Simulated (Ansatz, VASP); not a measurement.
**Y in VASP and in Ansatz**

```
Y
1.0
     5.24769    0.00000    0.00000
    -2.62385    4.54464    0.00000
     0.00000    0.00000    3.26724
Y
3
Direct
  0.00000 0.00000 0.00000
  0.33333 0.66667 0.50000
  0.66667 0.33333 0.50000
```

Alike in both runs: task single point; functional LDA; k mesh 8 × 8 × 10; occupations fermi-dirac, width 0.1 eV; no spin polarisation.

```csv
,VASP,Ansatz
version,VASP 6.6.1,Ansatz 0.2.0
potentials or method,"VASP PAW LDA potentials, release 64 (Y_sv), cutoff 520 eV","plane waves (420 eV) with PAW, scalar-relativistic"
valence electrons in the cell,33,33
```

Ansatz gave:

```
pressure (GPa)                                                : 6.9
traceless stress, the component that is largest in VASP (GPa) : -0.60
```

Which values does VASP return?

Pressure (GPa): 6.7; traceless stress, the component that is largest in VASP (GPa): -0.61.

Ansatz warns that its potentials were made for another functional, while VASP's fit it. LDA's correlation is that of Perdew and Zunger in VASP and of Perdew and Wang (1992) in Ansatz.
